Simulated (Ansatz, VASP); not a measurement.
Two plane-wave programs on SiO2

```
CELL_PARAMETERS angstrom
4.97559 0.00000 0.00000
0.00000 4.97559 0.00000
0.00000 0.00000 6.90089
ATOMIC_POSITIONS crystal
Si 0.80325 0.80325 0.50000
Si 0.69675 0.30325 0.25000
Si 0.30325 0.69675 0.75000
Si 0.19675 0.19675 0.00000
O 0.76176 0.11039 0.43204
O 0.88961 0.23824 0.06796
O 0.11039 0.76176 0.56796
O 0.26176 0.38961 0.81796
O 0.23824 0.88961 0.93204
O 0.73824 0.61039 0.31796
O 0.38961 0.26176 0.18204
O 0.61039 0.73824 0.68204
```

Alike in both runs: functional r2SCAN; k mesh 6 × 6 × 4; no spin polarisation.

|  | VASP | Ansatz |
| --- | --- | --- |
| version | VASP 6.6.1 | Ansatz 0.2.0 |
| potentials or method | VASP PAW PBE potentials, release 64 (Si, O) | Ansatz PAW |
| plane-wave cutoff (eV) | 520 | 500 |
| occupations | gaussian, width 0.01 eV | fixed |
| valence electrons in the cell | 64 | 64 |
| task | single point | band structure |

```tsv
	VASP	Ansatz	Ansatz less VASP
gap on the k mesh at the Fermi level (eV)	6.35	6.35	0.000
least direct gap on the mesh (eV)	6.35	6.35	0.000
pressure (GPa)	0.3	0.1	-0.19
rms of the force components (eV/Å)	0.010	0.014	+0.0045
```

VASP's potentials were made for PBE, not for r2SCAN. Atom by atom the forces differ by 0.009 eV/Å (rms over components).
